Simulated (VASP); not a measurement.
# CdIn2O4 (Fd-3m) in VASP: settings compared

Aim: see how the results for CdIn2O4 move with the level of theory and the settings. Levels: PBE, LDA, PBEsol. Tasks: single point.

Program: VASP 6.6.1. These are calculated values, not measurements. Logs are shortened: lines on timing, memory, paths and dates and some standing lists are left out, and cuts for length are marked.

### 1 The cell of the first run

It takes space group Fd-3m (No. 227, cubic). The conventional cell has a = 9.316 Å, b = 9.316 Å, c = 9.316 Å, α = 90.00°, β = 90.00°, γ = 90.00°. Cd (site symmetry -43m) has 4 O at 2.23 Å within 2.9 Å. Within 2.9 Å of In (site symmetry -3m) lie 6 O at 2.21 Å. O (site symmetry 3m) has 3 In at 2.21 Å and 1 Cd at 2.23 Å and 3 O at 2.95 Å within 3.0 Å.

### 2 Single point, PBE

Input file INCAR:

```
PREC     = Accurate       # precision mode
ENCUT    = 600            # plane-wave cutoff, eV
EDIFF    = 1E-6           # SCF threshold, eV
ISMEAR   = -1             # smearing method
SIGMA    = 0.02           # smearing width, eV
LREAL    = F              # projectors in reciprocal space
LASPH    = T              # aspherical terms in the spheres
NELM     = 120            # most SCF steps
ALGO     = Normal         # electronic algorithm
ISIF     = 2              # what is computed and relaxed
LWAVE    = F              # write WAVECAR
LCHARG   = T              # write CHGCAR
GGA      = PE             # functional
LELF     = T              # ELF
LVHAR    = T            
NBANDS   = 75             # bands
GGA_COMPAT= F
```

Input file KPOINTS:

```
regular mesh
0
Gamma
  6 6 6
```

Input file POSCAR:

```
CdIn2O4
1.0
    0.0000000000      4.6577766948      4.6577766948
    4.6577766948      0.0000000000      4.6577766948
    4.6577766948      4.6577766948      0.0000000000
Cd In O
2 4 8
Direct
    0.0000000000      0.0000000000      0.0000000000
    0.2500000000      0.2500000000      0.2500000000
    0.6250000000      0.6250000000      0.6250000000
    0.1250000000      0.6250000000      0.6250000000
    0.6250000000      0.6250000000      0.1250000000
    0.6250000000      0.1250000000      0.6250000000
    0.8619541866      0.8619541866      0.8619541866
    0.8358625597      0.3880458134      0.3880458134
    0.8619541866      0.8619541866      0.4141374403
    0.3880458134      0.8358625597      0.3880458134
    0.4141374403      0.8619541866      0.8619541866
    0.3880458134      0.3880458134      0.3880458134
    0.8619541866      0.4141374403      0.8619541866
    0.3880458134      0.3880458134      0.8358625597
```

Potentials or basis: VASP PAW PBE potentials, release 64 (Cd, In_d, O).

Run with:

```sh
cat potpaw_PBE.64/Cd/POTCAR potpaw_PBE.64/In_d/POTCAR potpaw_PBE.64/O/POTCAR > POTCAR
mpirun -np 1 vasp_std > vasp.out
```

OUTCAR:

```text
PREC = Accurate
   ENCUT = 600
   EDIFF = 1E-6
   ISMEAR = -1
   LREAL = F
   LASPH = T
   NELM = 120
   ISIF = 2
   GGA = PE

 ion  position               nearest neighbor table
   1  0.000  0.000  0.000-   7 2.23   9 2.23  11 2.23  13 2.23   4 3.86   5 3.86   4 3.86   6 3.86
                             3 3.86   5 3.86   6 3.86   3 3.86   3 3.86   4 3.86   5 3.86   6 3.86
   2  0.250  0.250  0.250-  12 2.23  10 2.23   8 2.23  14 2.23   4 3.86   6 3.86   3 3.86   4 3.86
                             5 3.86   3 3.86   5 3.86   6 3.86   5 3.86   6 3.86   4 3.86   3 3.86
   3  0.625  0.625  0.625-   8 2.21   9 2.21  10 2.21  11 2.21  13 2.21  14 2.21   4 3.29   5 3.29
                             6 3.29   5 3.29   6 3.29   4 3.29   1 3.86   2 3.86   1 3.86   2 3.86
   4  0.125  0.625  0.625-   9 2.21  10 2.21  13 2.21  14 2.21   7 2.21  12 2.21   3 3.29   5 3.29
                             6 3.29   3 3.29   5 3.29   6 3.29   2 3.86   1 3.86   2 3.86   1 3.86
   5  0.625  0.625  0.125-   8 2.21  10 2.21  11 2.21  13 2.21  12 2.21   7 2.21   3 3.29   3 3.29
                             4 3.29   6 3.29   6 3.29   4 3.29   1 3.86   2 3.86   1 3.86   2 3.86
   6  0.625  0.125  0.625-   8 2.21   9 2.21  11 2.21  14 2.21  12 2.21   7 2.21   3 3.29   5 3.29
                             3 3.29   4 3.29   5 3.29   4 3.29   1 3.86   2 3.86   1 3.86   2 3.86
   7  0.862  0.862  0.862-   4 2.21   5 2.21   6 2.21   1 2.23
   8  0.836  0.388  0.388-   5 2.21   6 2.21   3 2.21   2 2.23
   9  0.862  0.862  0.414-   4 2.21   6 2.21   3 2.21   1 2.23
  10  0.388  0.836  0.388-   4 2.21   5 2.21   3 2.21   2 2.23
  11  0.414  0.862  0.862-   5 2.21   6 2.21   3 2.21   1 2.23
  12  0.388  0.388  0.388-   4 2.21   5 2.21   6 2.21   2 2.23
  13  0.862  0.414  0.862-   4 2.21   5 2.21   3 2.21   1 2.23
  14  0.388  0.388  0.836-   4 2.21   6 2.21   3 2.21   2 2.23

  LATTYP: Found a face centered cubic cell.
 ALAT       =     9.3155533896

  Lattice vectors:

 A1 = (   0.0000000000,   4.6577766948,   4.6577766948)
 A2 = (   4.6577766948,   0.0000000000,   4.6577766948)
 A3 = (   4.6577766948,   4.6577766948,   0.0000000000)

Analysis of symmetry for initial positions (statically):
=====================================================================
 Subroutine PRICEL returns:
 Original cell was already a primitive cell.

 Routine SETGRP: Setting up the symmetry group for a
 face centered cubic supercell.

 Subroutine GETGRP returns: Found 48 space group operations
 (whereof 24 operations were pure point group operations)
 out of a pool of 48 trial point group operations.

The static configuration has the point symmetry T_d .
 The point group associated with its full space group is O_h .

Analysis of symmetry for dynamics (positions and initial velocities):
=====================================================================
 Subroutine PRICEL returns:
 Original cell was already a primitive cell.

 Routine SETGRP: Setting up the symmetry group for a
 face centered cubic supercell.

 Subroutine GETGRP returns: Found 48 space group operations
 (whereof 24 operations were pure point group operations)
 out of a pool of 48 trial point group operations.

The dynamic configuration has the point symmetry T_d .
 The point group associated with its full space group is O_h .

 Subroutine INISYM returns: Found 48 space group operations
 (whereof 24 operations are pure point group operations),
 and found     1 'primitive' translations

----------------------------------------------------------------------------------------

                                     Primitive cell

  volume of cell :     202.0998

  direct lattice vectors                    reciprocal lattice vectors
     0.000000000  4.657776695  4.657776695    -0.107347353  0.107347353  0.107347353
     4.657776695  0.000000000  4.657776695     0.107347353 -0.107347353  0.107347353
     4.657776695  4.657776695  0.000000000     0.107347353  0.107347353 -0.107347353

  length of vectors
     6.587090972  6.587090972  6.587090972     0.185931070  0.185931070  0.185931070

  position of ions in fractional coordinates (direct lattice)
     0.000000000  0.000000000  0.000000000
     0.250000000  0.250000000  0.250000000
     0.625000000  0.625000000  0.625000000
     0.125000000  0.625000000  0.625000000
     0.625000000  0.625000000  0.125000000
[... 39 lines left out ...]
     0.017891226 -0.017891226  0.017891226     0.000000000  0.166666667  0.000000000
     0.017891226  0.017891226 -0.017891226     0.000000000  0.000000000  0.166666667

  Length of vectors
     0.030988512  0.030988512  0.030988512

  Shift w.r.t. Gamma in fractional coordinates (k-lattice)
     0.000000000  0.000000000  0.000000000

 Subroutine IBZKPT returns following result:
 ===========================================

 Found     16 irreducible k-points:

 Following reciprocal coordinates:
            Coordinates               Weight
  0.000000  0.000000  0.000000      1.000000
  0.166667  0.000000  0.000000      8.000000
  0.333333  0.000000  0.000000      8.000000
  0.500000  0.000000  0.000000      4.000000
  0.166667  0.166667  0.000000      6.000000
  0.333333  0.166667  0.000000     24.000000
[... 8 lines left out ...]
 -0.333333  0.333333  0.166667     24.000000
 -0.333333  0.500000  0.166667     12.000000
   k-points           NKPTS =     16   k-points in BZ     NKDIM =     16   number of bands    NBANDS=     75
   number of dos      NEDOS =    301   number of ions     NIONS =     14
   total plane-waves  NPLWV = 157464
   dimension x,y,z NGX =    54 NGY =   54 NGZ =   54
   dimension x,y,z NGXF=   108 NGYF=  108 NGZF=  108
   ions per type =               2   4   8
   NGX,Y,Z   is equivalent  to a cutoff of  13.63, 13.63, 13.63 a.u.
   NGXF,Y,Z  is equivalent  to a cutoff of  27.26, 27.26, 27.26 a.u.
 SYSTEM =  unknown system
   PREC   = accura    normal or accurate (medium, high low for compatibility)
   ISTART =      0    job   : 0-new  1-cont  2-samecut
   ICHARG =      2    charge: 1-file 2-atom 10-const
   ISPIN  =      1    spin polarized calculation?
   LNONCOLLINEAR =      F non collinear calculations
   LSORBIT =      F    spin-orbit coupling
   LASPH  =      T    aspherical Exc in radial PAW
   ENCUT  =  600.0 eV  44.10 Ry    6.64 a.u.  13.16 13.16 13.16*2*pi/ulx,y,z
   NELM   =    120;   NELMIN=  2; NELMDL= -5     # of ELM steps
   EDIFF  = 0.1E-05   stopping-criterion for ELM
   LREAL  =      F    real-space projection
   EDIFFG = 0.1E-04   stopping-criterion for IOM
   NSW    =      0    number of steps for IOM
   IBRION =     -1    ionic relax: 0-MD 1-quasi-New 2-CG
   NFREE  =      0    steps in history (QN), initial steepest desc. (CG)
   ISIF   =      2    stress and relaxation
   ISYM   =      2    0-nonsym 1-usesym 2-fastsym
   POTIM  = 0.5000    time-step for ionic-motion
   TEBEG  =    0.0;   TEEND  =   0.0 temperature during run
   PSTRESS=    0.0 pullay stress
   NELECT =     124.0000    total number of electrons
   NUPDOWN=      -1.0000    fix difference up-down
   EMIN   =  10.00;   EMAX   =-10.00  energy-range for DOS
   EFERMI =   0.00;   METHOD = LEGACY
   ISMEAR =    -1;   SIGMA  =   0.02  broadening in eV -4-tet -1-fermi 0-gaus
   EFERMI_NEDOS =   21; number of points for ismear=-14 and -15
   IALGO  =     38    algorithm
   IMIX   =      4    mixing-type and parameters
     AMIX     =   0.40;   BMIX     =  1.00
     AMIX_MAG =   1.60;   BMIX_MAG =  1.00
  volume/ion in A,a.u.               =      14.44        97.42
  Fermi-wavevector in a.u.,A,eV,Ry     =   1.391105  2.628808 26.329647  1.935174
  Thomas-Fermi vector in A             =   2.514976
   LORBIT       =      0    0 simple, 1 ext, 2 COOP (PROOUT), +10 PAW based schemes
   GGA     = PE    functional components
   LHFCALC =     F    Hartree Fock is set to
   AEXX    =    0.0000 exact exchange contribution
   IVDW    =     0    specifies the selected vdW correction
   LEPSILON=     F    determine dielectric tensor
   LRPA    =     F    only Hartree local field effects (RPA)
 non-spin polarized calculation
  energy-cutoff  :      600.00
  volume of cell :      202.10
 maximum number of plane-waves:      6782
 NGX is ok and might be reduce to    54
   NGX = 27   NGY = 27   NGZ = 27

 number of electron     124.0000014 magnetization

 Free energy of the ion-electron system (eV)
  ---------------------------------------------------
  ext. energy  EPLUGINS =         0.00000000
  ---------------------------------------------------
  free energy    TOTEN  =       -71.70860107 eV

  energy without entropy =      -71.70860107  energy(sigma->0) =      -71.70860107

 E-fermi :   3.6862     XC(G=0): -10.5510

 val. band max:        3.1423057773   @ k =   0.5000   0.0000   0.0000
 cond. band min:       4.0532002363   @ k =   0.0000   0.0000   0.0000
 fundamental gap:      0.9108944590
 Fermi energy:         3.6862420950

 k-point     1 :       0.0000    0.0000    0.0000
  band No.  band energies     occupation
      1     -14.0009      2.00000
      2     -13.4531      2.00000
      3     -13.4531      2.00000
      4     -13.4531      2.00000
      5     -13.1869      2.00000
      6     -12.9631      2.00000
[... 1221 lines left out ...]
     73      12.4382      0.00000
     74      12.4382      0.00000
 [bands above 74 left out]

------------------------ aborting loop because EDIFF is reached ----------------------------------------

  FORCE on cell =-STRESS in cart. coord.  units (eV):
  Direction    XX          YY          ZZ          XY          YZ          ZX
  --------------------------------------------------------------------------------------
  -------------------------------------------------------------------------------------
  Total        0.6067339      0.6067339      0.6067339      0.0000000      0.0000000      0.0000000
  in kB        4.8099754      4.8099754      4.8099754      0.0000000      0.0000000      0.0000000
  external PRESSURE =       4.8099754 kB  Pullay stress =       0.0000000 kB

 VOLUME and BASIS-vectors are now :
 -----------------------------------------------------------------------------
  energy-cutoff  :      600.00
  volume of cell :      202.10
      direct lattice vectors                 reciprocal lattice vectors
     0.000000000  4.657776695  4.657776695    -0.107347353  0.107347353  0.107347353
     4.657776695  0.000000000  4.657776695     0.107347353 -0.107347353  0.107347353
     4.657776695  4.657776695  0.000000000     0.107347353  0.107347353 -0.107347353

 POSITION                                       TOTAL-FORCE (eV/Angst)
 -----------------------------------------------------------------------------------
      0.00000      0.00000      0.00000         0.000000      0.000000      0.000000
      2.32889      2.32889      2.32889         0.000000      0.000000      0.000000
      5.82222      5.82222      5.82222         0.000000      0.000000      0.000000
      5.82222      3.49333      3.49333         0.000000      0.000000      0.000000
      3.49333      3.49333      5.82222         0.000000      0.000000      0.000000
      3.49333      5.82222      3.49333         0.000000      0.000000      0.000000
      8.02958      8.02958      8.02958        -0.015138     -0.015138     -0.015138
      3.61486      5.70069      5.70069         0.015138     -0.015138     -0.015138
      5.94375      5.94375      8.02958         0.015138      0.015138     -0.015138
      5.70069      3.61486      5.70069        -0.015138      0.015138     -0.015138
      8.02958      5.94375      5.94375        -0.015138      0.015138      0.015138
      3.61486      3.61486      3.61486         0.015138      0.015138      0.015138
      5.94375      8.02958      5.94375         0.015138     -0.015138      0.015138
      5.70069      5.70069      3.61486        -0.015138     -0.015138      0.015138
 -----------------------------------------------------------------------------------
    total drift:                               -0.000000     -0.000000      0.000000

  FREE ENERGIE OF THE ION-ELECTRON SYSTEM (eV)
  ---------------------------------------------------
  free  energy   TOTEN  =       -71.7086010708 eV

  energy  without entropy=      -71.7086010708  energy(sigma->0) =      -71.70860107
```

Run time: 5 min. Hardware: 1 thread of Intel Xeon 6975P-C (Granite Rapids), shared host; peak memory 0.55 GiB.

Results:

| Property | Result |
| --- | --- |
| Free energy | -71.7086 eV |
| Pressure | 0.5 GPa |
| Largest force | 0.026 eV/Å |
| Band gap on the k mesh | 0.91 eV (least direct gap 0.98 eV) |

Forces on the atoms (eV/Å):
```
Cd   0.000  0.000  0.000
Cd   0.000  0.000  0.000
In   0.000  0.000  0.000
In   0.000  0.000  0.000
In   0.000  0.000  0.000
In   0.000  0.000  0.000
O   -0.015 -0.015 -0.015
O    0.015 -0.015 -0.015
O    0.015  0.015 -0.015
O   -0.015  0.015 -0.015
O   -0.015  0.015  0.015
O    0.015  0.015  0.015
O    0.015 -0.015  0.015
O   -0.015 -0.015  0.015
```

Levels at points of the mesh, in eV from the valence-band top:
| k point | band 58 | band 59 | band 60 | band 61 | band 62 | band 63 | band 64 | band 65 | band 66 | band 67 |
| --- | --- | --- | --- | --- | --- | --- | --- | --- | --- | --- |
| (0.00, 0.00, 0.00) | -0.08 | -0.08 | -0.08 | -0.06 | -0.06 | 0.91 | 4.84 | 5.51 | 5.51 | 5.51 |
| (0.50, 0.00, 0.00) | -0.30 | -0.28 | -0.28 | 0.00 | 0.00 | 3.57 | 3.78 | 5.75 | 6.31 | 6.31 |
| (0.50, 0.50, 0.00) | -0.67 | -0.20 | -0.20 | -0.07 | -0.07 | 4.36 | 4.36 | 5.78 | 5.78 | 6.35 |

Caveat: spin-orbit coupling is left out, which moves the levels of the heavy elements. A k mesh can miss the band edges.

[end of part 1 of 2]
